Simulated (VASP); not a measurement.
# TaN (P-6m2) in VASP: notebook

TaN is run at these levels: PBEsol; tasks: single point.

All numbers are computed with VASP 6.6.1; they aren't measurements. Logs are shortened: lines on timing, memory, paths and dates and some standing lists are left out, and cuts for length are marked.

### Step 1. The cell of the first run

Symmetry: P-6m2, No. 187, hexagonal system. Conventional cell: a = 2.977 Å, b = 2.977 Å, c = 2.921 Å, α = 90.00°, β = 90.00°, γ = 120.00°. Ta (site symmetry -6m2) has 6 N at 2.26 Å and 8 Ta at 2.92 to 2.98 Å within 3.0 Å. N (site symmetry -6m2) has 6 Ta at 2.26 Å and 8 N at 2.92 to 2.98 Å within 3.0 Å.

### Step 2. Single point, PBEsol (volume scaled by 1.04)

Input file INCAR:

```
PREC = Accurate
ENCUT = 520
EDIFF = 1E-6
ISMEAR = -1
SIGMA = 0.02
LREAL = False
LASPH = True
NELM = 60
ALGO = Normal
ISIF = 2
LWAVE = False
LCHARG = False
GGA = PS
NBANDS = 15
```

Input file KPOINTS:

```
regular mesh
0
Gamma
  12 12 10
```

Input file POSCAR:

```
TaN
1.0
    2.9766611718      0.0000000000      0.0000000000
   -1.4883305859      2.5778641933      0.0000000000
    0.0000000000      0.0000000000      2.9209385612
Ta N
1 1
Direct
    0.3333333333      0.6666666667      0.5000000000
    0.0000000000      0.0000000000      0.0000000000
```

Potentials or basis: VASP PAW PBE potentials, release 64 (Ta_pv, N).

Launch:

```
$ cat potpaw_PBE.64/Ta_pv/POTCAR potpaw_PBE.64/N/POTCAR > POTCAR
$ mpirun -np 1 vasp_std > vasp.out
```

OUTCAR:

```text
PREC = Accurate
   ENCUT = 520
   EDIFF = 1E-6
   ISMEAR = -1
   LREAL = False
   LASPH = True
   NELM = 60
   ISIF = 2
   GGA = PS

 ion  position               nearest neighbor table
   1  0.333  0.667  0.500-   2 2.26   2 2.26   2 2.26   2 2.26   2 2.26   2 2.26
   2  0.000  0.000  0.000-   1 2.26   1 2.26   1 2.26   1 2.26   1 2.26   1 2.26

  LATTYP: Found a hexagonal cell.
 ALAT       =     2.9766611718
 C/A-ratio  =     0.9812801635

  Lattice vectors:

 A1 = (   2.9766611718,   0.0000000000,   0.0000000000)
 A2 = (  -1.4883305859,   2.5778641933,   0.0000000000)
 A3 = (   0.0000000000,   0.0000000000,   2.9209385612)

Analysis of symmetry for initial positions (statically):
=====================================================================
 Subroutine PRICEL returns:
 Original cell was already a primitive cell.

 Routine SETGRP: Setting up the symmetry group for a
 hexagonal supercell.

 Subroutine GETGRP returns: Found 12 space group operations
 (whereof 12 operations were pure point group operations)
 out of a pool of 24 trial point group operations.

The static configuration has the point symmetry D_3h.

Analysis of symmetry for dynamics (positions and initial velocities):
=====================================================================
 Subroutine PRICEL returns:
 Original cell was already a primitive cell.

 Routine SETGRP: Setting up the symmetry group for a
 hexagonal supercell.

 Subroutine GETGRP returns: Found 12 space group operations
 (whereof 12 operations were pure point group operations)
 out of a pool of 24 trial point group operations.

The dynamic configuration has the point symmetry D_3h.

 Subroutine INISYM returns: Found 12 space group operations
 (whereof 12 operations are pure point group operations),
 and found     1 'primitive' translations

----------------------------------------------------------------------------------------

                                     Primitive cell

  volume of cell :      22.4136

  direct lattice vectors                    reciprocal lattice vectors
     2.976661172  0.000000000  0.000000000     0.335946869  0.193959015  0.000000000
    -1.488330586  2.577864193  0.000000000     0.000000000  0.387918030  0.000000000
     0.000000000  0.000000000  2.920938561     0.000000000  0.000000000  0.342355712

  length of vectors
     2.976661172  2.976661172  2.920938561     0.387918030  0.387918030  0.342355712

[... 84 lines left out ...]
   IBRION =     -1    ionic relax: 0-MD 1-quasi-New 2-CG
   NFREE  =      0    steps in history (QN), initial steepest desc. (CG)
   ISIF   =      2    stress and relaxation
   ISYM   =      2    0-nonsym 1-usesym 2-fastsym
   POTIM  = 0.5000    time-step for ionic-motion
   TEBEG  =    0.0;   TEEND  =   0.0 temperature during run
   PSTRESS=    0.0 pullay stress
   NELECT =      16.0000    total number of electrons
   NUPDOWN=      -1.0000    fix difference up-down
   EMIN   =  10.00;   EMAX   =-10.00  energy-range for DOS
   EFERMI =   0.00;   METHOD = LEGACY
   ISMEAR =    -1;   SIGMA  =   0.02  broadening in eV -4-tet -1-fermi 0-gaus
   EFERMI_NEDOS =   21; number of points for ismear=-14 and -15
   IALGO  =     38    algorithm
   IMIX   =      4    mixing-type and parameters
     AMIX     =   0.40;   BMIX     =  1.00
     AMIX_MAG =   1.60;   BMIX_MAG =  1.00
  volume/ion in A,a.u.               =      11.21        75.63
  Fermi-wavevector in a.u.,A,eV,Ry     =   1.463112  2.764881 29.125943  2.140696
  Thomas-Fermi vector in A             =   2.579245
   LORBIT       =      0    0 simple, 1 ext, 2 COOP (PROOUT), +10 PAW based schemes
   GGA     = PS    functional components
   LHFCALC =     F    Hartree Fock is set to
   AEXX    =    0.0000 exact exchange contribution
   IVDW    =     0    specifies the selected vdW correction
   LEPSILON=     F    determine dielectric tensor
   LRPA    =     F    only Hartree local field effects (RPA)
 non-spin polarized calculation
  energy-cutoff  :      520.00
  volume of cell :       22.41
 maximum number of plane-waves:       634
 NGX is ok and might be reduce to    24
   NGX = 11   NGY = 11   NGZ = 11

 number of electron      16.0000001 magnetization

 Free energy of the ion-electron system (eV)
  ---------------------------------------------------
  ext. energy  EPLUGINS =         0.00000000
  ---------------------------------------------------
  free energy    TOTEN  =       -23.74710602 eV

  energy without entropy =      -23.74700394  energy(sigma->0) =      -23.74705498

 E-fermi :   7.7827     XC(G=0): -13.2923

 val. band max:        7.6738909976   @ k =   0.0000   0.0000   0.4000
 cond. band min:       7.8247543489   @ k =   0.3333   0.3333   0.0000
 fundamental gap:      0.1508633513
 Fermi energy:         7.7827012483

 k-point     1 :       0.0000    0.0000    0.0000
  band No.  band energies     occupation
      1     -27.2075      2.00000
      2     -26.9588      2.00000
      3     -26.9588      2.00000
      4      -9.7514      2.00000
      5       3.2953      2.00000
      6       3.2953      2.00000
      7       3.6388      2.00000
      8       4.8277      2.00000
      9       9.6080      0.00000
     10      11.1066      0.00000
     11      11.1066      0.00000
     12      11.4444      0.00000
     13      11.4444      0.00000
     14      20.4354      0.00000
[... 401 lines left out ...]
      2     -27.1883      2.00000
      3     -27.1058      2.00000
      4      -8.1019      2.00000
      5       0.3392      2.00000
      6       2.8169      2.00000
      7       4.1408      2.00000
      8       5.0777      2.00000
      9      10.2080      0.00000
     10      10.4978      0.00000
     11      11.9661      0.00000
     12      12.4435      0.00000
     13      14.3772      0.00000
     14      20.3524      0.00000
     15      20.9358      0.00000

 [... further k-points ...]
[... 5 lines left out ...]
  --------------------------------------------------------------------------------------
  -------------------------------------------------------------------------------------
  Total       -2.2442803     -2.2442803     -2.4637966      0.0000000     -0.0000000      0.0000000
  in kB     -160.4263925   -160.4263925   -176.1179285      0.0000000     -0.0000000      0.0000000
  external PRESSURE =    -165.6569045 kB  Pullay stress =       0.0000000 kB

 VOLUME and BASIS-vectors are now :
 -----------------------------------------------------------------------------
  energy-cutoff  :      520.00
  volume of cell :       22.41
      direct lattice vectors                 reciprocal lattice vectors
     2.976661172  0.000000000  0.000000000     0.335946869  0.193959015  0.000000000
    -1.488330586  2.577864193  0.000000000     0.000000000  0.387918030  0.000000000
     0.000000000  0.000000000  2.920938561     0.000000000  0.000000000  0.342355712

 POSITION                                       TOTAL-FORCE (eV/Angst)
 -----------------------------------------------------------------------------------
     -0.00000      1.71858      1.46047        -0.000000      0.000000      0.000000
      0.00000      0.00000      0.00000         0.000000     -0.000000      0.000000
 -----------------------------------------------------------------------------------
    total drift:                                0.000000     -0.000000     -0.000000

  FREE ENERGIE OF THE ION-ELECTRON SYSTEM (eV)
  ---------------------------------------------------
  free  energy   TOTEN  =       -23.7471060198 eV

  energy  without entropy=      -23.7470039432  energy(sigma->0) =      -23.74705498
```

OSZICAR:

```text
N       E                     dE             d eps       ncg     rms          rms(c)
DAV:   1     0.878412775087E+02    0.87841E+02   -0.87685E+03  3428   0.112E+03
DAV:   2    -0.233467305189E+02   -0.11119E+03   -0.10458E+03  4134   0.302E+02
DAV:   3    -0.261136638880E+02   -0.27669E+01   -0.27528E+01  3868   0.442E+01
DAV:   4    -0.261252375902E+02   -0.11574E-01   -0.11571E-01  4484   0.311E+00
DAV:   5    -0.261253093264E+02   -0.71736E-04   -0.71734E-04  3924   0.230E-01    0.220E+01
DAV:   6    -0.238793282952E+02    0.22460E+01   -0.35765E+00  4484   0.224E+01    0.929E+00
DAV:   7    -0.237859224096E+02    0.93406E-01   -0.52232E-01  4001   0.591E+00    0.644E+00
DAV:   8    -0.237546678569E+02    0.31255E-01   -0.18686E-01  4120   0.355E+00    0.138E+00
DAV:   9    -0.237472635445E+02    0.74043E-02   -0.16922E-02  3966   0.106E+00    0.210E-01
DAV:  10    -0.237471707691E+02    0.92775E-04   -0.10279E-03  4239   0.372E-01    0.924E-02
DAV:  11    -0.237471057622E+02    0.65007E-04   -0.77268E-05  4043   0.947E-02    0.139E-02
DAV:  12    -0.237471060245E+02   -0.26232E-06   -0.10604E-05  3735   0.275E-02    0.377E-03
DAV:  13    -0.237471060198E+02    0.47075E-08   -0.33783E-08  2004   0.186E-03
   1 F= -.23747106E+02 E0= -.23747055E+02  d E =-.102077E-03
```

stdout:

```text
POSCAR found type information on POSCAR TaN
 POSCAR found :  2 types and       2 ions
 scaLAPACK will be used
 -----------------------------------------------------------------------------
|                                                                             |
|                                                                             |
|     You enforced a specific xc type in the INCAR file but a different       |
|     I HOPE YOU KNOW WHAT YOU ARE DOING!                                     |
|                                                                             |
 -----------------------------------------------------------------------------

 LDA part: xc-table for (Slater+PW92), standard interpolation
 POSCAR, INCAR and KPOINTS ok, starting setup
 FFT: planning ... GRIDC
 FFT: planning ... GRID_SOFT
 FFT: planning ... GRID
 WAVECAR not read
 entering main loop
```

Wall time 11 s (1 thread of Intel Xeon 6975P-C (Granite Rapids), shared host); peak memory 0.16 GiB.

Results:

```yaml
Free_energy: -23.7471 eV
Pressure: -16.6 GPa
Band_gap_on_the_k_mesh: zero (band 8 reaches 8.07 eV, above the bottom of band 9 at 7.59 eV)
```

Stress tensor (GPa, compression positive):
```
-16.04   0.00   0.00
  0.00 -16.04   0.00
  0.00   0.00 -17.61
```

Levels at points of the mesh, in eV from the Fermi level:
| k point | band 4 | band 5 | band 6 | band 7 | band 8 | band 9 | band 10 | band 11 | band 12 | band 13 |
| --- | --- | --- | --- | --- | --- | --- | --- | --- | --- | --- |
| (0.00, 0.00, 0.00) | -17.53 | -4.49 | -4.49 | -4.14 | -2.96 | 1.83 | 3.32 | 3.32 | 3.66 | 3.66 |
| (0.50, 0.00, 0.00) | -15.35 | -8.19 | -5.10 | -3.43 | -3.19 | 2.73 | 3.72 | 4.89 | 4.92 | 6.95 |
| (0.00, 0.00, 0.50) | -15.06 | -9.24 | -3.70 | -3.70 | -0.19 | -0.19 | 2.23 | 3.09 | 3.09 | 7.70 |
| (0.50, 0.00, 0.50) | -15.58 | -7.21 | -6.14 | -5.57 | -0.52 | 3.78 | 4.97 | 5.63 | 6.63 | 9.51 |

Caveat: the PAW data sets were made with another functional, which shifts forces and pressure a little; spin-orbit coupling is left out, which moves the levels of the heavy elements.

### Step 3. Single point, PBEsol (volume scaled by 1.06)

Input file INCAR:

```
SYSTEM = TaN
PREC = Accurate
ENCUT = 520
EDIFF = 1E-7
ISMEAR = -1
SIGMA = 0.02
LREAL = .False.
LASPH = .True.
NELM = 100
ALGO = Normal
ISIF = 2
LWAVE = .False.
LCHARG = .True.
GGA = PS
LELF = .True.
LVHAR = .True.
NBANDS = 15
```

Input file KPOINTS:

```
regular mesh
0
Gamma
  12 12 10
  0 0 0
```

Input file POSCAR:

```
TaN
1.0
    2.9956213083      0.0000000000      0.0000000000
   -1.4978106541      2.5942841531      0.0000000000
    0.0000000000      0.0000000000      2.9395437670
Ta N
1 1
Direct
    0.3333333333      0.6666666667      0.5000000000
    0.0000000000      0.0000000000      0.0000000000
```

Potentials or basis: VASP PAW PBE potentials, release 64 (Ta_pv, N).

Launch:

```
$ cat potpaw_PBE.64/Ta_pv/POTCAR potpaw_PBE.64/N/POTCAR > POTCAR
$ mpirun -np 1 vasp_std > vasp.out
```

It took 11 s on 1 thread of Intel Xeon 6975P-C (Granite Rapids), shared host; peak memory 0.16 GiB.

It converged, with:

* Free energy: -23.6956 eV
* Pressure: -21.9 GPa
* Band gap on the k mesh: zero (band 8 reaches 7.87 eV, above the bottom of band 9 at 7.40 eV)

Stress tensor (GPa, compression positive):
```
-21.12   0.00   0.00
  0.00 -21.12   0.00
  0.00   0.00 -23.32
```

Levels at points of the mesh, in eV from the Fermi level:
```
           k point  band 5  band 6  band 7  band 8  band 9  band 10  band 11  band 12
(0.00, 0.00, 0.00)   -4.40   -4.40   -4.06   -2.93    1.69     3.24     3.24     3.56
(0.50, 0.00, 0.00)   -8.08   -5.01   -3.36   -3.15    2.66     3.61     4.78     4.79
(0.00, 0.00, 0.50)   -9.12   -3.64   -3.64   -0.18   -0.18     2.17     3.03     3.03
(0.50, 0.00, 0.50)   -7.10   -6.06   -5.46   -0.54    3.66     4.83     5.47     6.46
```

Caveat: the PAW data sets were made with another functional, which shifts forces and pressure a little; spin-orbit coupling is left out, which moves the levels of the heavy elements.

(Part 1 of 2 ends here.)
